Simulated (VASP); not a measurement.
# K2H3Au (Pm) in VASP: single point with PBEsol

Aim: the single point of K2H3Au with PBEsol.

All numbers are computed with VASP 6.6.1; they aren't measurements. Logs are shortened: lines on timing, memory, paths and dates and some standing lists are left out, and cuts for length are marked.

**1. The cell of the first run**

It takes space group Pm (No. 6, monoclinic). The conventional cell has a = 3.699 Å, b = 3.539 Å, c = 8.712 Å, α = 90.00°, β = 102.09°, γ = 90.00°. Within 3.7 Å of K (site symmetry m) lie 8 H at 2.78 to 2.93 Å and 4 K at 3.54 to 3.70 Å. Within 3.5 Å of K (site symmetry m) lie 6 H at 2.66 to 2.68 Å and 4 Au at 3.49 Å. Within 3.3 Å of H (site symmetry m) lie 2 H at 2.49 to 3.29 Å and 6 K at 2.68 to 2.93 Å. Within 2.2 Å of H (site symmetry m) lie 1 Au at 1.63 Å. H (site symmetry m) has 1 Au at 1.66 Å within 2.2 Å. Within 2.2 Å of Au (site symmetry m) lie 2 H at 1.63 to 1.66 Å.

**2. Single point, PBEsol**

The input, INCAR:

```
PREC = Accurate ; ENCUT = 520
EDIFF = 1E-6 ; ISMEAR = -1
SIGMA = 0.05 ; LREAL = F
LASPH = T ; NELM = 100
ALGO = Normal ; ISIF = 2
LWAVE = F ; LCHARG = F
GGA = PS ; NBANDS = 25
```

The input, KPOINTS:

```
Automatic mesh
0
Gamma
  6 6 2
```

The input, POSCAR:

```
K2H3Au
1.0
    3.5385837361     -0.0018500964     -0.0012571480
    0.0020121780      3.6802528353      0.3723277948
    0.0036746402      1.0078931814      8.6642655661
K H Au
2 3 1
Direct
    0.0094443121     -0.1147888937      0.0155888195
    0.0094408565      0.5840246050      0.6127651051
    0.5094224662      0.4705521745      0.8497149279
    0.5094230335      0.3211066342      0.1422458398
    0.5094458681      0.1267854292      0.5284601059
    0.5094346849      0.2246501017      0.3341194068
```

Potentials or basis: VASP PAW PBE potentials, release 64 (K_sv, H, Au).

On the command line:

```sh
> cat potpaw_PBE.64/K_sv/POTCAR potpaw_PBE.64/H/POTCAR potpaw_PBE.64/Au/POTCAR > POTCAR
> mpirun -np 1 vasp_std > vasp.out
```

OUTCAR:

```text
PREC = Accurate
   ENCUT = 520
   EDIFF = 1E-6
   ISMEAR = -1
   LREAL = F
   LASPH = T
   NELM = 100
   ISIF = 2
   GGA = PS

 ion  position               nearest neighbor table
   1  0.009  0.885  0.016-
   2  0.009  0.584  0.613-   6 3.49   6 3.49   6 3.49   6 3.49
   3  0.509  0.471  0.850-
   4  0.509  0.321  0.142-   6 1.63
   5  0.509  0.127  0.528-   6 1.66
   6  0.509  0.225  0.334-   4 1.63   5 1.66   2 3.49   2 3.49   2 3.49   2 3.49

  LATTYP: Found a simple monoclinic cell.
 ALAT       =     3.6990394655
 B/A-ratio  =     0.9566225168
 C/A-ratio  =     2.3580965611
 COS(beta)  =    -0.2149428404

  Lattice vectors:

 A1 = (   0.0020121780,   3.6802528353,   0.3723277948)
 A2 = (   3.5385837361,  -0.0018500964,  -0.0012571480)
 A3 = (  -0.0036746402,  -1.0078931814,  -8.6642655661)

Analysis of symmetry for initial positions (statically):
=====================================================================
 Subroutine PRICEL returns:
 Original cell was already a primitive cell.

 Routine SETGRP: Setting up the symmetry group for a
 simple monoclinic supercell.

 Subroutine GETGRP returns: Found  1 space group operations
 (whereof  1 operations were pure point group operations)
 out of a pool of  4 trial point group operations.

The static configuration has the point symmetry C_1 .

Analysis of symmetry for dynamics (positions and initial velocities):
=====================================================================
 Subroutine PRICEL returns:
 Original cell was already a primitive cell.

 Routine SETGRP: Setting up the symmetry group for a
 simple monoclinic supercell.

 Subroutine GETGRP returns: Found  1 space group operations
 (whereof  1 operations were pure point group operations)
 out of a pool of  4 trial point group operations.

The dynamic configuration has the point symmetry C_1 .

 Subroutine INISYM returns: Found  1 space group operations
 (whereof  1 operations are pure point group operations),
 and found     1 'primitive' translations

----------------------------------------------------------------------------------------

                                     Primitive cell

  volume of cell :     111.5058

  direct lattice vectors                    reciprocal lattice vectors
     3.538583736 -0.001850096 -0.001257148     0.282598824 -0.000144081 -0.000103094
     0.002012178  3.680252835  0.372327795     0.000132394  0.274956289 -0.031985060
     0.003674640  1.007893181  8.664265566     0.000035315 -0.011815664  0.116791064

  length of vectors
     3.538584443  3.699039466  8.722692243     0.282598880  0.276810445  0.117387239

  position of ions in fractional coordinates (direct lattice)
     0.009444312  0.885211106  0.015588820
     0.009440856  0.584024605  0.612765105
     0.509422466  0.470552174  0.849714928
     0.509423033  0.321106634  0.142245840
     0.509445868  0.126785429  0.528460106
     0.509434685  0.224650102  0.334119407

  ion indices of the primitive-cell ions
   primitive index   ion index
                 1           1
                 2           2
                 3           3
                 4           4
                 5           5
                 6           6

----------------------------------------------------------------------------------------

 KPOINTS: Automatic mesh

Automatic generation of k-mesh.
 Grid dimensions read from file:
 generate k-points for:    6    6    2

 Generating k-lattice:

  Cartesian coordinates                     Fractional coordinates (reciprocal lattice)
     0.047099804 -0.000024013 -0.000017182     0.166666667  0.000000000  0.000000000
     0.000022066  0.045826048 -0.005330843     0.000000000  0.166666667  0.000000000
     0.000017657 -0.005907832  0.058395532    -0.000000000  0.000000000  0.500000000

  Length of vectors
     0.047099813  0.046135074  0.058693619

  Shift w.r.t. Gamma in fractional coordinates (k-lattice)
     0.000000000  0.000000000  0.000000000

 Subroutine IBZKPT returns following result:
 ===========================================

 Found     40 irreducible k-points:

 Following reciprocal coordinates:
            Coordinates               Weight
  0.000000  0.000000  0.000000      1.000000
  0.166667  0.000000  0.000000      2.000000
  0.333333  0.000000  0.000000      2.000000
  0.500000  0.000000  0.000000      1.000000
 -0.000000  0.166667  0.000000      2.000000
  0.166667  0.166667  0.000000      2.000000
[... 16 lines left out ...]
  0.333333  0.000000  0.500000      2.000000
  0.500000  0.000000  0.500000      1.000000
 [... further k-points ...]
   k-points           NKPTS =     40   k-points in BZ     NKDIM =     40   number of bands    NBANDS=     25
   number of dos      NEDOS =    301   number of ions     NIONS =      6
   total plane-waves  NPLWV =  54880
   dimension x,y,z NGX =    28 NGY =   28 NGZ =   70
   dimension x,y,z NGXF=    56 NGYF=   56 NGZF=  140
   ions per type =               2   3   1
   NGX,Y,Z   is equivalent  to a cutoff of  13.15, 12.58, 13.34 a.u.
   NGXF,Y,Z  is equivalent  to a cutoff of  26.31, 25.17, 26.68 a.u.
 SYSTEM =  unknown system
   PREC   = accura    normal or accurate (medium, high low for compatibility)
   ISTART =      0    job   : 0-new  1-cont  2-samecut
   ICHARG =      2    charge: 1-file 2-atom 10-const
   ISPIN  =      1    spin polarized calculation?
   LNONCOLLINEAR =      F non collinear calculations
   LSORBIT =      F    spin-orbit coupling
   LASPH  =      T    aspherical Exc in radial PAW
   ENCUT  =  520.0 eV  38.22 Ry    6.18 a.u.   6.58  6.88 16.22*2*pi/ulx,y,z
   NELM   =    100;   NELMIN=  2; NELMDL= -5     # of ELM steps
   EDIFF  = 0.1E-05   stopping-criterion for ELM
   LREAL  =      F    real-space projection
   EDIFFG = 0.1E-04   stopping-criterion for IOM
   NSW    =      0    number of steps for IOM
   IBRION =     -1    ionic relax: 0-MD 1-quasi-New 2-CG
   NFREE  =      0    steps in history (QN), initial steepest desc. (CG)
   ISIF   =      2    stress and relaxation
   ISYM   =      2    0-nonsym 1-usesym 2-fastsym
   POTIM  = 0.5000    time-step for ionic-motion
   TEBEG  =    0.0;   TEEND  =   0.0 temperature during run
   PSTRESS=    0.0 pullay stress
   NELECT =      32.0000    total number of electrons
   NUPDOWN=      -1.0000    fix difference up-down
   EMIN   =  10.00;   EMAX   =-10.00  energy-range for DOS
   EFERMI =   0.00;   METHOD = LEGACY
   ISMEAR =    -1;   SIGMA  =   0.05  broadening in eV -4-tet -1-fermi 0-gaus
   EFERMI_NEDOS =   21; number of points for ismear=-14 and -15
   IALGO  =     38    algorithm
   IMIX   =      4    mixing-type and parameters
     AMIX     =   0.40;   BMIX     =  1.00
     AMIX_MAG =   1.60;   BMIX_MAG =  1.00
  volume/ion in A,a.u.               =      18.58       125.41
  Fermi-wavevector in a.u.,A,eV,Ry     =   1.079839  2.040600 15.865099  1.166052
  Thomas-Fermi vector in A             =   2.215814
   LORBIT       =      0    0 simple, 1 ext, 2 COOP (PROOUT), +10 PAW based schemes
   GGA     = PS    functional components
   LHFCALC =     F    Hartree Fock is set to
   AEXX    =    0.0000 exact exchange contribution
   IVDW    =     0    specifies the selected vdW correction
   LEPSILON=     F    determine dielectric tensor
   LRPA    =     F    only Hartree local field effects (RPA)
 non-spin polarized calculation
  energy-cutoff  :      520.00
  volume of cell :      111.51
 maximum number of plane-waves:      3030
 NGX is ok and might be reduce to    28
   NGX = 13   NGY = 13   NGZ = 33

 number of electron      31.9999998 magnetization

 Free energy of the ion-electron system (eV)
  ---------------------------------------------------
  ext. energy  EPLUGINS =         0.00000000
  ---------------------------------------------------
  free energy    TOTEN  =       -17.11937609 eV

  energy without entropy =      -17.11935406  energy(sigma->0) =      -17.11936507

 E-fermi :   0.9908     XC(G=0):  -8.3906

 val. band max:        0.6062788377   @ k =   0.5000   0.5000   0.0000
 cond. band min:       1.3575857309   @ k =   0.5000   0.0000   0.0000
 fundamental gap:      0.7513068932
 Fermi energy:         0.9907839933

 k-point     1 :       0.0000    0.0000    0.0000
  band No.  band energies     occupation
      1     -29.1375      2.00000
      2     -29.1208      2.00000
      3     -12.8265      2.00000
      4     -12.6240      2.00000
      5     -12.6219      2.00000
      6     -12.5161      2.00000
[... 17 lines left out ...]
     24       8.4479      0.00000
     25       8.8479      0.00000

 k-point     2 :       0.1667    0.0000    0.0000
  band No.  band energies     occupation
      1     -29.1255      2.00000
      2     -29.1092      2.00000
      3     -12.7997      2.00000
      4     -12.6224      2.00000
      5     -12.6129      2.00000
      6     -12.6099      2.00000
[... 17 lines left out ...]
     24       8.3211      0.00000
     25       8.3620      0.00000

 k-point     3 :       0.3333    0.0000    0.0000
  band No.  band energies     occupation
      1     -29.1012      2.00000
      2     -29.0858      2.00000
      3     -12.9027      2.00000
      4     -12.8441      2.00000
      5     -12.7447      2.00000
      6     -12.5826      2.00000
[... 17 lines left out ...]
     24       8.0127      0.00000
     25       8.4345      0.00000

 k-point     4 :       0.5000    0.0000    0.0000
  band No.  band energies     occupation
      1     -29.0889      2.00000
      2     -29.0740      2.00000
      3     -13.0356      2.00000
      4     -12.9643      2.00000
      5     -12.7173      2.00000
      6     -12.5687      2.00000
[... 17 lines left out ...]
     24       7.6962      0.00000
     25       8.8085      0.00000

 k-point     5 :      -0.0000    0.1667    0.0000
  band No.  band energies     occupation
      1     -29.1289      2.00000
      2     -29.1144      2.00000
      3     -12.7975      2.00000
      4     -12.7388      2.00000
      5     -12.6369      2.00000
      6     -12.5933      2.00000
[... 17 lines left out ...]
     24       8.3993      0.00000
     25       9.0767      0.00000

 k-point     6 :       0.1667    0.1667    0.0000
  band No.  band energies     occupation
      1     -29.1170      2.00000
      2     -29.1029      2.00000
      3     -12.7735      2.00000
      4     -12.7213      2.00000
      5     -12.6277      2.00000
      6     -12.6023      2.00000
[... 17 lines left out ...]
     24       8.0547      0.00000
     25       8.6888      0.00000
[... 393 lines left out ...]
 k-point    21 :      -0.0000    0.0000    0.5000
  band No.  band energies     occupation
      1     -29.1371      2.00000
      2     -29.1213      2.00000
      3     -12.8012      2.00000
      4     -12.6500      2.00000
      5     -12.6236      2.00000
      6     -12.5163      2.00000
[... 17 lines left out ...]
     24       8.7762      0.00000
     25       8.8452      0.00000

 k-point    22 :       0.1667    0.0000    0.5000
  band No.  band energies     occupation
      1     -29.1251      2.00000
      2     -29.1096      2.00000
      3     -12.7787      2.00000
      4     -12.6395      2.00000
      5     -12.6167      2.00000
      6     -12.6100      2.00000
[... 17 lines left out ...]
     24       8.5842      0.00000
     25       8.9418      0.00000

 k-point    23 :       0.3333    0.0000    0.5000
  band No.  band energies     occupation
      1     -29.1009      2.00000
      2     -29.0861      2.00000
      3     -12.8934      2.00000
      4     -12.8541      2.00000
      5     -12.7333      2.00000
      6     -12.5839      2.00000
[... 17 lines left out ...]
     24       8.4925      0.00000
     25       8.7839      0.00000

 k-point    24 :       0.5000    0.0000    0.5000
  band No.  band energies     occupation
      1     -29.0888      2.00000
      2     -29.0742      2.00000
      3     -13.0247      2.00000
      4     -12.9754      2.00000
      5     -12.7104      2.00000
      6     -12.5690      2.00000
[... 17 lines left out ...]
     24       8.4013      0.00000
     25       8.9745      0.00000

 [... further k-points ...]

------------------------ aborting loop because EDIFF is reached ----------------------------------------

  FORCE on cell =-STRESS in cart. coord.  units (eV):
  Direction    XX          YY          ZZ          XY          YZ          ZX
  --------------------------------------------------------------------------------------
  -------------------------------------------------------------------------------------
  Total       -0.0037520     -0.0032728     -0.0144911      0.0000660      0.0002371      0.0000237
  in kB       -0.0539102     -0.0470248     -0.2082158      0.0009482      0.0034068      0.0003403
  external PRESSURE =      -0.1030503 kB  Pullay stress =       0.0000000 kB

 VOLUME and BASIS-vectors are now :
 -----------------------------------------------------------------------------
  energy-cutoff  :      520.00
  volume of cell :      111.51
      direct lattice vectors                 reciprocal lattice vectors
     3.538583736 -0.001850096 -0.001257148     0.282598824 -0.000144081 -0.000103094
     0.002012178  3.680252835  0.372327795     0.000132394  0.274956289 -0.031985060
     0.003674640  1.007893181  8.664265566     0.000035315 -0.011815664  0.116791064

 POSITION                                       TOTAL-FORCE (eV/Angst)
 -----------------------------------------------------------------------------------
      0.03526      3.27350      0.46464        -0.000056      0.000441     -0.000222
      0.03683      2.76694      5.52660        -0.000039     -0.000422     -0.000199
      1.80670      2.58723      7.53672         0.000044      0.000285      0.001338
      1.80380      1.32418      1.35137         0.000032      0.000898     -0.005206
      1.80491      0.99829      4.62528        -0.000009     -0.000856      0.002133
      1.80436      1.16258      2.97790         0.000027     -0.000347      0.002156
 -----------------------------------------------------------------------------------
    total drift:                                0.000047     -0.000057     -0.000123

  FREE ENERGIE OF THE ION-ELECTRON SYSTEM (eV)
  ---------------------------------------------------
  free  energy   TOTEN  =       -17.1193760910 eV

  energy  without entropy=      -17.1193540564  energy(sigma->0) =      -17.11936507
```

It took 99 s on 1 thread of Intel Xeon Platinum 8375C at 2.90GHz (Ice Lake), shared host; peak memory 0.29 GiB.

Results:

```yaml
Free_energy: -17.1194 eV
Pressure: 0.0 GPa
Largest_force: 0.005 eV/Å
Band_gap_on_the_k_mesh: 0.75 eV, indirect (least direct gap 1.61 eV)
```

Forces on the atoms (eV/Å):
```
K    0.000  0.000  0.000
K    0.000  0.000  0.000
H    0.000  0.000  0.001
H    0.000  0.001 -0.005
H    0.000 -0.001  0.002
Au   0.000  0.000  0.002
```

Caveat: the PAW data sets were made with another functional, which shifts forces and pressure a little; spin-orbit coupling is left out, which moves the levels of the heavy elements. A hybrid or GW would open this gap; PBEsol tends to underestimate it.
